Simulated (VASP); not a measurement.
# KZn2 (R-3m) in VASP: notebook, part 2 of 3

VASP 6.6.1. Earlier steps stand in the parts before.

## Step 3: Single point, PBE

This run uses another cell than the first one, of 32.81 Å³/atom.

Contents of INCAR:

```
SYSTEM = KZn2
PREC = Accurate
ENCUT = 520
EDIFF = 1E-6
ISMEAR = 0
SIGMA = 0.1
LREAL = .False.
LASPH = .True.
NELM = 60
ALGO = Normal
ISIF = 2
LWAVE = .False.
LCHARG = .True.
GGA = PE
LELF = .True.
LVHAR = .True.
NBANDS = 24
```

Contents of KPOINTS:

```
regular mesh
0
Gamma
  6 6 6
  0 0 0
```

Contents of POSCAR:

```
KZn2
1.0
    2.1519050225      1.2424029441      6.1360901445
   -2.1519050225      1.2424029441      6.1360901445
    0.0000000000     -2.4848058881      6.1360901445
K Zn
1 2
Direct
    0.0000000000      0.0000000000      0.0000000000
    0.8125436337      0.8125436337      0.8125436337
    0.1874563663      0.1874563663      0.1874563663
```

Potentials or basis: VASP PAW PBE potentials, release 64 (K_sv, Zn).

Command:

```console
$ cat potpaw_PBE.64/K_sv/POTCAR potpaw_PBE.64/Zn/POTCAR > POTCAR
$ mpirun -np 1 vasp_std > vasp.out
```

OUTCAR:

```text
SYSTEM = KZn2
   PREC = Accurate
   ENCUT = 520
   EDIFF = 1E-6
   ISMEAR = 0
   LREAL = .False.
   LASPH = .True.
   NELM = 60
   ISIF = 2
   GGA = PE

 ion  position               nearest neighbor table
   1  0.000  0.000  0.000-
   2  0.813  0.813  0.813-   3 2.60   3 2.60   3 2.60
   3  0.187  0.187  0.187-   2 2.60   2 2.60   2 2.60

  LATTYP: Found a trigonal (rhomboedric) cell.
 ALAT       =     6.6201104645
 COS(alpha) =     0.7886775089

  Lattice vectors:

 A1 = (   2.1519050225,   1.2424029441,   6.1360901445)
 A2 = (  -2.1519050225,   1.2424029441,   6.1360901445)
 A3 = (   0.0000000000,  -2.4848058881,   6.1360901445)

Analysis of symmetry for initial positions (statically):
=====================================================================
 Subroutine PRICEL returns:
 Original cell was already a primitive cell.

 Routine SETGRP: Setting up the symmetry group for a
 trigonal (rhombohedral) supercell.

 Subroutine GETGRP returns: Found 12 space group operations
 (whereof 12 operations were pure point group operations)
 out of a pool of 12 trial point group operations.

The static configuration has the point symmetry D_3d.

Analysis of symmetry for dynamics (positions and initial velocities):
=====================================================================
 Subroutine PRICEL returns:
 Original cell was already a primitive cell.

 Routine SETGRP: Setting up the symmetry group for a
 trigonal (rhombohedral) supercell.

 Subroutine GETGRP returns: Found 12 space group operations
 (whereof 12 operations were pure point group operations)
 out of a pool of 12 trial point group operations.

The dynamic configuration has the point symmetry D_3d.

 Subroutine INISYM returns: Found 12 space group operations
 (whereof 12 operations are pure point group operations),
 and found     1 'primitive' translations

----------------------------------------------------------------------------------------

                                     Primitive cell

  volume of cell :      98.4302

  direct lattice vectors                    reciprocal lattice vectors
     2.151905022  1.242402944  6.136090144     0.232352262  0.134148641  0.054323409
    -2.151905022  1.242402944  6.136090144    -0.232352262  0.134148641  0.054323409
     0.000000000 -2.484805888  6.136090144     0.000000000 -0.268297282  0.054323409

  length of vectors
     6.620110465  6.620110465  6.620110465     0.273741602  0.273741602  0.273741602

  position of ions in fractional coordinates (direct lattice)
     0.000000000  0.000000000  0.000000000
     0.812543634  0.812543634  0.812543634
     0.187456366  0.187456366  0.187456366

  ion indices of the primitive-cell ions
   primitive index   ion index
                 1           1
                 2           2
                 3           3

----------------------------------------------------------------------------------------

 KPOINTS: regular mesh

Automatic generation of k-mesh.
 Grid dimensions read from file:
 generate k-points for:    6    6    6

 Generating k-lattice:

  Cartesian coordinates                     Fractional coordinates (reciprocal lattice)
     0.038725377  0.022358107  0.009053901     0.166666667  0.000000000  0.000000000
    -0.038725377  0.022358107  0.009053901     0.000000000  0.166666667  0.000000000
     0.000000000 -0.044716214  0.009053901     0.000000000  0.000000000  0.166666667

  Length of vectors
     0.045623600  0.045623600  0.045623600

  Shift w.r.t. Gamma in fractional coordinates (k-lattice)
     0.000000000  0.000000000  0.000000000

 Subroutine IBZKPT returns following result:
 ===========================================

 Found     32 irreducible k-points:

 Following reciprocal coordinates:
            Coordinates               Weight
  0.000000  0.000000  0.000000      1.000000
  0.166667 -0.000000  0.000000      6.000000
  0.333333 -0.000000  0.000000      6.000000
  0.500000 -0.000000  0.000000      3.000000
  0.166667  0.166667  0.000000      6.000000
  0.333333  0.166667 -0.000000     12.000000
[... 16 lines left out ...]
  0.500000  0.500000  0.166667      6.000000
 -0.333333  0.500000  0.166667     12.000000
 [... further k-points ...]
   k-points           NKPTS =     32   k-points in BZ     NKDIM =     32   number of bands    NBANDS=     24
   number of dos      NEDOS =    301   number of ions     NIONS =      3
   total plane-waves  NPLWV = 125000
   dimension x,y,z NGX =    50 NGY =   50 NGZ =   50
   dimension x,y,z NGXF=   100 NGYF=  100 NGZF=  100
   ions per type =               1   2
   NGX,Y,Z   is equivalent  to a cutoff of  12.56, 12.56, 12.56 a.u.
   NGXF,Y,Z  is equivalent  to a cutoff of  25.11, 25.11, 25.11 a.u.
 SYSTEM =  KZn2
   PREC   = accura    normal or accurate (medium, high low for compatibility)
   ISTART =      0    job   : 0-new  1-cont  2-samecut
   ICHARG =      2    charge: 1-file 2-atom 10-const
   ISPIN  =      1    spin polarized calculation?
   LNONCOLLINEAR =      F non collinear calculations
   LSORBIT =      F    spin-orbit coupling
   LASPH  =      T    aspherical Exc in radial PAW
   ENCUT  =  520.0 eV  38.22 Ry    6.18 a.u.  12.31 12.31 12.31*2*pi/ulx,y,z
   NELM   =     60;   NELMIN=  2; NELMDL= -5     # of ELM steps
   EDIFF  = 0.1E-05   stopping-criterion for ELM
   LREAL  =      F    real-space projection
[... 7 lines left out ...]
   TEBEG  =    0.0;   TEEND  =   0.0 temperature during run
   PSTRESS=    0.0 pullay stress
   NELECT =      33.0000    total number of electrons
   NUPDOWN=      -1.0000    fix difference up-down
   EMIN   =  10.00;   EMAX   =-10.00  energy-range for DOS
   EFERMI =   0.00;   METHOD = LEGACY
   ISMEAR =     0;   SIGMA  =   0.10  broadening in eV -4-tet -1-fermi 0-gaus
   EFERMI_NEDOS =   21; number of points for ismear=-14 and -15
   IALGO  =     38    algorithm
   IMIX   =      4    mixing-type and parameters
     AMIX     =   0.40;   BMIX     =  1.00
     AMIX_MAG =   1.60;   BMIX_MAG =  1.00
  volume/ion in A,a.u.               =      32.81       221.41
  Fermi-wavevector in a.u.,A,eV,Ry     =   1.137287  2.149160 17.598062  1.293421
  Thomas-Fermi vector in A             =   2.273992
   LORBIT       =      0    0 simple, 1 ext, 2 COOP (PROOUT), +10 PAW based schemes
   GGA     = PE    functional components
   LHFCALC =     F    Hartree Fock is set to
   AEXX    =    0.0000 exact exchange contribution
   IVDW    =     0    specifies the selected vdW correction
   LEPSILON=     F    determine dielectric tensor
   LRPA    =     F    only Hartree local field effects (RPA)
 non-spin polarized calculation
 Gauss-broadening in eV      SIGMA  =   0.10
  energy-cutoff  :      520.00
  volume of cell :       98.43
 maximum number of plane-waves:      2664
 NGX is ok and might be reduce to    50
   NGX = 25   NGY = 25   NGZ = 25

 number of electron      33.0000001 magnetization

 Free energy of the ion-electron system (eV)
  ---------------------------------------------------
  ext. energy  EPLUGINS =         0.00000000
  ---------------------------------------------------
  free energy    TOTEN  =        -2.65851872 eV

  energy without entropy =       -2.64564458  energy(sigma->0) =       -2.65208165

 E-fermi :   0.5177     XC(G=0):  -7.8071

 val. band max:        0.4946677824   @ k =   0.3333   0.1667  -0.0000
 cond. band min:       0.5278424905   @ k =  -0.1667   0.3333   0.1667
 fundamental gap:      0.0331747081
 Fermi energy:         0.5177181103

 k-point     1 :       0.0000    0.0000    0.0000
  band No.  band energies     occupation
      1     -30.9419      2.00000
      2     -14.4194      2.00000
      3     -14.4056      2.00000
      4     -14.4056      2.00000
      5      -6.9414      2.00000
      6      -6.9414      2.00000
[... 16 lines left out ...]
     23       6.8045      0.00000
     24       6.8049      0.00000

 k-point     2 :       0.1667   -0.0000    0.0000
  band No.  band energies     occupation
      1     -30.9398      2.00000
      2     -14.4385      2.00000
      3     -14.4142      2.00000
      4     -14.4131      2.00000
      5      -6.9781      2.00000
      6      -6.9693      2.00000
[... 586 lines left out ...]
 k-point    24 :      -0.3333    0.5000    0.1667
  band No.  band energies     occupation
      1     -30.9332      2.00000
      2     -14.5180      2.00000
      3     -14.4524      2.00000
      4     -14.4011      2.00000
      5      -7.0347      2.00000
      6      -6.9413      2.00000
[... 16 lines left out ...]
     23       6.6358      0.00000
     24       7.2464      0.00000

 [... further k-points ...]

------------------------ aborting loop because EDIFF is reached ----------------------------------------

  FORCE on cell =-STRESS in cart. coord.  units (eV):
  Direction    XX          YY          ZZ          XY          YZ          ZX
  --------------------------------------------------------------------------------------
  -------------------------------------------------------------------------------------
  Total        0.0218792      0.0218792      0.0093038      0.0000000      0.0000000      0.0000000
  in kB        0.3561344      0.3561344      0.1514411      0.0000000      0.0000000      0.0000000
  external PRESSURE =       0.2879033 kB  Pullay stress =       0.0000000 kB

 VOLUME and BASIS-vectors are now :
 -----------------------------------------------------------------------------
  energy-cutoff  :      520.00
  volume of cell :       98.43
      direct lattice vectors                 reciprocal lattice vectors
     2.151905022  1.242402944  6.136090144     0.232352262  0.134148641  0.054323409
    -2.151905022  1.242402944  6.136090144    -0.232352262  0.134148641  0.054323409
     0.000000000 -2.484805888  6.136090144     0.000000000 -0.268297282  0.054323409

 POSITION                                       TOTAL-FORCE (eV/Angst)
 -----------------------------------------------------------------------------------
      0.00000      0.00000      0.00000        -0.000000      0.000000      0.000000
      0.00000      0.00000     14.95752         0.000000     -0.000000     -0.000976
      0.00000      0.00000      3.45075         0.000000      0.000000      0.000976
 -----------------------------------------------------------------------------------
    total drift:                                0.000000      0.000000     -0.000000

  FREE ENERGIE OF THE ION-ELECTRON SYSTEM (eV)
  ---------------------------------------------------
  free  energy   TOTEN  =        -2.6585187179 eV

  energy  without entropy=       -2.6456445810  energy(sigma->0) =       -2.65208165
```

stdout:

```text
POSCAR found type information on POSCAR K Zn
 POSCAR found :  2 types and       3 ions
 scaLAPACK will be used
 LDA part: xc-table for (Slater+PW92), standard interpolation
 POSCAR, INCAR and KPOINTS ok, starting setup
 FFT: planning ... GRIDC
 FFT: planning ... GRID_SOFT
 FFT: planning ... GRID
 WAVECAR not read
 entering main loop
```

Run time: 1.9 min. Hardware: 1 thread of Intel Xeon Platinum 8488C (Sapphire Rapids), shared host; peak memory 0.37 GiB.

Results:

| Quantity | Value |
| --- | --- |
| Free energy | -2.6585 eV |
| Pressure | 0.0 GPa |
| Band gap on the k mesh | zero (an odd number of electrons rules out a gap without spin polarisation) |

Levels at points of the mesh, in eV from the Fermi level:
| k point | band 13 | band 14 | band 15 | band 16 | band 17 | band 18 | band 19 | band 20 |
| --- | --- | --- | --- | --- | --- | --- | --- | --- |
| (0.00, 0.00, 0.00) | -6.90 | -6.90 | -6.39 | -0.88 | 0.19 | 3.01 | 3.01 | 4.76 |
| (0.50, 0.00, 0.00) | -6.95 | -6.81 | -4.26 | -3.04 | 0.79 | 1.33 | 1.55 | 2.26 |
| (0.50, 0.50, 0.00) | -6.95 | -6.81 | -4.10 | -3.09 | -0.03 | 1.15 | 1.48 | 2.84 |
| (0.50, 0.50, 0.50) | -6.90 | -6.90 | -6.13 | -2.40 | 2.93 | 3.37 | 3.37 | 4.45 |

(Continued in part 3 of 3.)

The gap in the log of VASP goes by the Fermi energy; the results here count the filled bands.